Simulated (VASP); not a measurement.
Input of a VASP 6.6.1 run:

INCAR

```
PREC = Accurate ; ENCUT = 520
EDIFF = 1E-6 ; ISMEAR = -1
SIGMA = 0.05 ; LREAL = Auto
LASPH = T ; NELM = 60
ALGO = Normal ; ISIF = 2
LWAVE = F ; LCHARG = T
GGA = PE ; IVDW = 12
LELF = T ; LVHAR = T
NBANDS = 82
```

KPOINTS

```
Automatic mesh
0
Gamma
  1 1 1
```

File POSCAR:

```
H3CCl
1.0
    8.3815160000      0.0000000000      0.0000000000
    0.0000000000      8.3815160000      0.0000000000
    0.0000000000      0.0000000000      8.3815160000
C Cl H
8 8 24
Direct
    0.4266531258      0.3336031334      0.7111362670
    0.0465548237      0.0727672655      0.8412082015
    0.7640383911      0.7033930377      0.2763342574
    0.5541240988      0.9124244349      0.6969741512
    0.0951379202      0.0233967220      0.4142329383
    0.0126588078      0.4915936449      0.4703683677
    0.4168696928      0.4709291255      0.1755529668
    0.0785180151      0.6443225784     -0.0203781750
    0.5295581372      0.5264680041      0.6583057289
    0.1755291048      0.0658353453      1.0233470890
    0.6925000203      0.9292590982      0.2696290265
    0.6614435861      0.9101933350      0.8623618925
    0.2355301833     -0.1580978906      0.3765667213
    0.0556581888      0.4143522484      0.6679459897
    0.4432014447      0.2713709548      0.2806055611
    0.0434766217      0.4540467381      0.0454213772
    0.5049325206      0.2355421143      0.7706481739
    0.3061260039      0.3261820415      0.7641934944
    0.4023138535      0.2809396295      0.5994261659
   -0.0549184658      0.1385906798      0.8659889213
    0.1385787488      0.1240944956      0.7471082797
    0.0191850734     -0.0480581317      0.8089825277
    0.7771863706      0.7056957238      0.1369799926
    0.8606318952      0.7130332985      0.3738464497
    0.6627321358      0.6303871519      0.3216840486
    0.5678447670      1.0239913639      0.6199594441
    0.5865764618      0.8159860340      0.6014544386
    0.4369257304      0.8797453826      0.7264079672
    0.1776170325      0.1308116575      0.3996890300
    0.0126110837      0.0116446714      0.3115068921
    0.0429277949      0.0371054592      0.5506402422
   -0.0963071597      0.4220000296      0.4484868847
    0.0183260403      0.6162011741      0.4722892613
    0.1151104406      0.4468523355      0.3967540001
    0.3620824681      0.5724740011      0.2368545261
    0.5378501932      0.4856162059      0.1255620105
    0.3349155451      0.4256270584      0.0908785475
    0.1672489798      0.6818336921      0.0707867169
    0.0793531862      0.6559314568     -0.1433392241
   -0.0376900790      0.7206452866     -0.0188748670
```

Potentials or basis: VASP PAW PBE potentials, release 64 (C, Cl, H).

The run is started by

```bash
$ cat potpaw_PBE.64/C/POTCAR potpaw_PBE.64/Cl/POTCAR potpaw_PBE.64/H/POTCAR > POTCAR
$ mpirun -np 1 vasp_gam > vasp.out
```

Task: Predict the dispersion energy per atom.

Result: -0.055 eV.

Task: Predict the pressure.

Result: -1.3 GPa.

Task: Estimate the band gap on the k mesh.

Result: 4.59 eV.

Task: Estimate the largest force.

Result: 5.117 eV/Å.

Stress tensor (GPa, compression positive):
```
-0.58  0.05  1.08
 0.05 -2.16  0.80
 1.08  0.80 -1.02
```

Caveat: the k points lie up to 0.75 Å⁻¹ apart; the atoms stand as in a frame of molecular dynamics.
